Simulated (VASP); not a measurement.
# NaF (I4/mmm) in VASP: single point with LDA

Aim: the single point of NaF with LDA.

Program: VASP 6.6.1. These are calculated values, not measurements. Logs are shortened: lines on timing, memory, paths and dates and some standing lists are left out, and cuts for length are marked.

**1. The cell of the first run**

Symmetry: I4/mmm, No. 139, tetragonal system. The conventional cell has a = 3.286 Å, b = 3.286 Å, c = 4.740 Å, α = 90.00°, β = 90.00°, γ = 90.00°. Na (site symmetry 4/mmm) has 6 F at 2.32 to 2.37 Å within 3.1 Å. Within 3.1 Å of F (site symmetry 4/mmm) lie 6 Na at 2.32 to 2.37 Å.

**2. Single point, LDA (zz strain of +2 %)**

File INCAR:

```
PREC = Accurate ; ENCUT = 520
EDIFF = 1E-6 ; ISMEAR = -1
SIGMA = 0.02 ; LREAL = False
LASPH = True ; NELM = 100
ALGO = Normal ; ISIF = 2
LWAVE = False ; LCHARG = True
LELF = True ; LVHAR = True
NBANDS = 14
```

File KPOINTS:

```
Automatic mesh
0
Gamma
  10 10 10
```

File POSCAR:

```
NaF
1.0
    0.0000000000      2.3233000000      2.3697660000
    2.3233000000      0.0000000000      2.3697660000
    2.3233000000      2.3233000000      0.0000000000
Na F
1 1
Direct
    0.0000000000      0.0000000000      0.0000000000
    0.5000000000      0.5000000000      0.5000000000
```

Potentials or basis: VASP PAW LDA potentials, release 64 (Na_pv, F).

Command:

```sh
$ cat potpaw_LDA.64/Na_pv/POTCAR potpaw_LDA.64/F/POTCAR > POTCAR
$ mpirun -np 1 vasp_std > vasp.out
```

OUTCAR:

```text
PREC = Accurate
   ENCUT = 520
   EDIFF = 1E-6
   ISMEAR = -1
   LREAL = False
   LASPH = True
   NELM = 100
   ISIF = 2

 ion  position               nearest neighbor table
   1  0.000  0.000  0.000-   2 2.32   2 2.32   2 2.32   2 2.32
   2  0.500  0.500  0.500-   1 2.32   1 2.32   1 2.32   1 2.32

  LATTYP: Found a body centered tetragonal cell.
 ALAT       =     3.2856423695
 C/A-ratio  =     1.4424978336

  Lattice vectors:

 A1 = (  -2.3233000000,   0.0000000000,   2.3697660000)
 A2 = (   2.3233000000,   0.0000000000,   2.3697660000)
 A3 = (   0.0000000000,   2.3233000000,  -2.3697660000)

Analysis of symmetry for initial positions (statically):
=====================================================================
 Subroutine PRICEL returns:
 Original cell was already a primitive cell.

 Routine SETGRP: Setting up the symmetry group for a
 body centered tetragonal supercell.

 Subroutine GETGRP returns: Found 16 space group operations
 (whereof 16 operations were pure point group operations)
 out of a pool of 16 trial point group operations.

The static configuration has the point symmetry D_4h.

Analysis of symmetry for dynamics (positions and initial velocities):
=====================================================================
 Subroutine PRICEL returns:
 Original cell was already a primitive cell.

 Routine SETGRP: Setting up the symmetry group for a
 body centered tetragonal supercell.

 Subroutine GETGRP returns: Found 16 space group operations
 (whereof 16 operations were pure point group operations)
 out of a pool of 16 trial point group operations.

The dynamic configuration has the point symmetry D_4h.

 Subroutine INISYM returns: Found 16 space group operations
 (whereof 16 operations are pure point group operations),
 and found     1 'primitive' translations

----------------------------------------------------------------------------------------

                                     Primitive cell

  volume of cell :      25.5827

  direct lattice vectors                    reciprocal lattice vectors
     0.000000000  2.323300000  2.369766000    -0.215211122  0.215211122  0.210991296
     2.323300000  0.000000000  2.369766000     0.215211122 -0.215211122  0.210991296
     2.323300000  2.323300000  0.000000000     0.215211122  0.215211122 -0.210991296

  length of vectors
     3.318661445  3.318661445  3.285642369     0.370336308  0.370336308  0.370336308

  position of ions in fractional coordinates (direct lattice)
     0.000000000  0.000000000  0.000000000
     0.500000000  0.500000000  0.500000000

  ion indices of the primitive-cell ions
   primitive index   ion index
                 1           1
                 2           2

----------------------------------------------------------------------------------------

 KPOINTS: Automatic mesh

Automatic generation of k-mesh.
 Grid dimensions read from file:
 generate k-points for:   10   10   10

 Generating k-lattice:

  Cartesian coordinates                     Fractional coordinates (reciprocal lattice)
    -0.021521112  0.021521112  0.021099130     0.100000000  0.000000000  0.000000000
     0.021521112 -0.021521112  0.021099130     0.000000000  0.100000000  0.000000000
     0.021521112  0.021521112 -0.021099130     0.000000000  0.000000000  0.100000000

  Length of vectors
     0.037033631  0.037033631  0.037033631

  Shift w.r.t. Gamma in fractional coordinates (k-lattice)
     0.000000000  0.000000000  0.000000000

 Subroutine IBZKPT returns following result:
 ===========================================

 Found    102 irreducible k-points:

 Following reciprocal coordinates:
            Coordinates               Weight
  0.000000  0.000000  0.000000      1.000000
  0.100000 -0.000000  0.000000      8.000000
  0.200000 -0.000000  0.000000      8.000000
  0.300000 -0.000000  0.000000      8.000000
  0.400000 -0.000000  0.000000      8.000000
  0.500000  0.000000  0.000000      4.000000
[... 16 lines left out ...]
  0.300000  0.300000  0.000000      2.000000
  0.400000  0.300000  0.000000      8.000000
 [... further k-points ...]
   k-points           NKPTS =    102   k-points in BZ     NKDIM =    102   number of bands    NBANDS=     14
   number of dos      NEDOS =    301   number of ions     NIONS =      2
   total plane-waves  NPLWV =  18816
   dimension x,y,z NGX =    28 NGY =   28 NGZ =   24
   dimension x,y,z NGXF=    56 NGYF=   56 NGZF=   48
   ions per type =               1   1
   NGX,Y,Z   is equivalent  to a cutoff of  14.03, 14.03, 12.14 a.u.
   NGXF,Y,Z  is equivalent  to a cutoff of  28.05, 28.05, 24.29 a.u.
 SYSTEM =  unknown system
   PREC   = accura    normal or accurate (medium, high low for compatibility)
   ISTART =      0    job   : 0-new  1-cont  2-samecut
   ICHARG =      2    charge: 1-file 2-atom 10-const
   ISPIN  =      1    spin polarized calculation?
   LNONCOLLINEAR =      F non collinear calculations
   LSORBIT =      F    spin-orbit coupling
   LASPH  =      T    aspherical Exc in radial PAW
   ENCUT  =  520.0 eV  38.22 Ry    6.18 a.u.   6.17  6.17  6.11*2*pi/ulx,y,z
   NELM   =    100;   NELMIN=  2; NELMDL= -5     # of ELM steps
   EDIFF  = 0.1E-05   stopping-criterion for ELM
   LREAL  =      F    real-space projection
   EDIFFG = 0.1E-04   stopping-criterion for IOM
   NSW    =      0    number of steps for IOM
   IBRION =     -1    ionic relax: 0-MD 1-quasi-New 2-CG
   NFREE  =      0    steps in history (QN), initial steepest desc. (CG)
   ISIF   =      2    stress and relaxation
   ISYM   =      2    0-nonsym 1-usesym 2-fastsym
   POTIM  = 0.5000    time-step for ionic-motion
   TEBEG  =    0.0;   TEEND  =   0.0 temperature during run
   PSTRESS=    0.0 pullay stress
   NELECT =      14.0000    total number of electrons
   NUPDOWN=      -1.0000    fix difference up-down
   EMIN   =  10.00;   EMAX   =-10.00  energy-range for DOS
   EFERMI =   0.00;   METHOD = LEGACY
   ISMEAR =    -1;   SIGMA  =   0.02  broadening in eV -4-tet -1-fermi 0-gaus
   EFERMI_NEDOS =   21; number of points for ismear=-14 and -15
   IALGO  =     38    algorithm
   IMIX   =      4    mixing-type and parameters
     AMIX     =   0.40;   BMIX     =  1.00
     AMIX_MAG =   1.60;   BMIX_MAG =  1.00
  volume/ion in A,a.u.               =      12.79        86.32
  Fermi-wavevector in a.u.,A,eV,Ry     =   1.339067  2.530469 24.396596  1.793099
  Thomas-Fermi vector in A             =   2.467488
   LORBIT       =      0    0 simple, 1 ext, 2 COOP (PROOUT), +10 PAW based schemes
   GGA     = CA    functional components
   LHFCALC =     F    Hartree Fock is set to
   AEXX    =    0.0000 exact exchange contribution
   IVDW    =     0    specifies the selected vdW correction
   LEPSILON=     F    determine dielectric tensor
   LRPA    =     F    only Hartree local field effects (RPA)
 non-spin polarized calculation
  energy-cutoff  :      520.00
  volume of cell :       25.58
 maximum number of plane-waves:       704
 NGX is ok and might be reduce to    28
   NGX = 13   NGY = 13   NGZ = 13

 number of electron      13.9999999 magnetization

 Free energy of the ion-electron system (eV)
  ---------------------------------------------------
  ext. energy  EPLUGINS =         0.00000000
  ---------------------------------------------------
  free energy    TOTEN  =        -9.28350179 eV

  energy without entropy =       -9.28350179  energy(sigma->0) =       -9.28350179

 E-fermi :  -2.2287     XC(G=0):  -9.8040

 val. band max:       -2.6282981024   @ k =   0.0000   0.0000   0.0000
 cond. band min:       3.1804840367   @ k =   0.0000   0.0000   0.0000
 fundamental gap:      5.8087821391
 Fermi energy:        -2.2286789779

 k-point     1 :       0.0000    0.0000    0.0000
  band No.  band energies     occupation
      1     -21.4752      2.00000
      2     -21.4695      2.00000
      3     -21.4695      2.00000
      4     -21.3440      2.00000
      5      -2.6310      2.00000
      6      -2.6310      2.00000
      7      -2.6283      2.00000
      8       3.1805      0.00000
      9      15.6202      0.00000
     10      15.7630      0.00000
     11      15.7630      0.00000
     12      18.4687      0.00000
     13      20.3855      0.00000
     14      20.9451      0.00000

 k-point     2 :       0.1000   -0.0000    0.0000
  band No.  band energies     occupation
      1     -21.6611      2.00000
      2     -21.4750      2.00000
      3     -21.4704      2.00000
      4     -21.1402      2.00000
      5      -2.8320      2.00000
      6      -2.6548      2.00000
      7      -2.6546      2.00000
      8       3.5378      0.00000
      9      14.4344      0.00000
     10      15.8095      0.00000
     11      15.9170      0.00000
     12      19.8664      0.00000
     13      19.9784      0.00000
     14      20.4863      0.00000

 k-point     3 :       0.2000   -0.0000    0.0000
  band No.  band energies     occupation
      1     -21.8684      2.00000
      2     -21.4787      2.00000
      3     -21.4728      2.00000
      4     -20.8969      2.00000
      5      -3.2913      2.00000
      6      -2.7205      2.00000
      7      -2.7164      2.00000
      8       4.4502      0.00000
      9      12.6863      0.00000
     10      16.1532      0.00000
     11      16.3070      0.00000
     12      19.3644      0.00000
     13      19.8102      0.00000
     14      20.9233      0.00000
[... 324 lines left out ...]
 k-point    23 :       0.3000    0.3000    0.0000
  band No.  band energies     occupation
      1     -21.8102      2.00000
      2     -21.5010      2.00000
      3     -21.5010      2.00000
      4     -20.9078      2.00000
      5      -3.7020      2.00000
      6      -2.8911      2.00000
      7      -2.8911      2.00000
      8       6.3516      0.00000
      9      11.2871      0.00000
     10      14.2982      0.00000
     11      16.2653      0.00000
     12      16.2653      0.00000
     13      22.0282      0.00000
     14      23.0838      0.00000

 k-point    24 :       0.4000    0.3000    0.0000
  band No.  band energies     occupation
      1     -21.8062      2.00000
      2     -21.5171      2.00000
      3     -21.5057      2.00000
      4     -20.8889      2.00000
      5      -3.8183      2.00000
      6      -3.0021      2.00000
      7      -2.9408      2.00000
      8       7.3192      0.00000
      9      10.7526      0.00000
     10      13.2274      0.00000
     11      16.3296      0.00000
     12      16.3887      0.00000
     13      21.8654      0.00000
     14      23.4083      0.00000

 [... further k-points ...]

------------------------ aborting loop because EDIFF is reached ----------------------------------------

  FORCE on cell =-STRESS in cart. coord.  units (eV):
  Direction    XX          YY          ZZ          XY          YZ          ZX
  --------------------------------------------------------------------------------------
  -------------------------------------------------------------------------------------
  Total       -0.8085174     -0.8085174     -0.9769602      0.0000000     -0.0000000      0.0000000
  in kB      -50.6353636    -50.6353636    -61.1844986      0.0000000     -0.0000000      0.0000000
  external PRESSURE =     -54.1517420 kB  Pullay stress =       0.0000000 kB

 VOLUME and BASIS-vectors are now :
 -----------------------------------------------------------------------------
  energy-cutoff  :      520.00
  volume of cell :       25.58
      direct lattice vectors                 reciprocal lattice vectors
     0.000000000  2.323300000  2.369766000    -0.215211122  0.215211122  0.210991296
     2.323300000  0.000000000  2.369766000     0.215211122 -0.215211122  0.210991296
     2.323300000  2.323300000  0.000000000     0.215211122  0.215211122 -0.210991296

 POSITION                                       TOTAL-FORCE (eV/Angst)
 -----------------------------------------------------------------------------------
      0.00000      0.00000      0.00000         0.000000     -0.000000     -0.000000
      2.32330      2.32330      2.36977        -0.000000      0.000000      0.000000
 -----------------------------------------------------------------------------------
    total drift:                                0.000000      0.000000      0.000000

  FREE ENERGIE OF THE ION-ELECTRON SYSTEM (eV)
  ---------------------------------------------------
  free  energy   TOTEN  =        -9.2835017940 eV

  energy  without entropy=       -9.2835017940  energy(sigma->0) =       -9.28350179
```

It took 23 s on 1 thread of Intel Xeon Platinum 8488C (Sapphire Rapids), shared host; peak memory 0.15 GiB.

Results:

* Free energy: -9.2835 eV
* Pressure: -5.4 GPa
* Band gap on the k mesh: 5.81 eV, direct

Caveat: the cell differs from its parent crystal (zz strain of +2 %). A k mesh can miss the band edges.
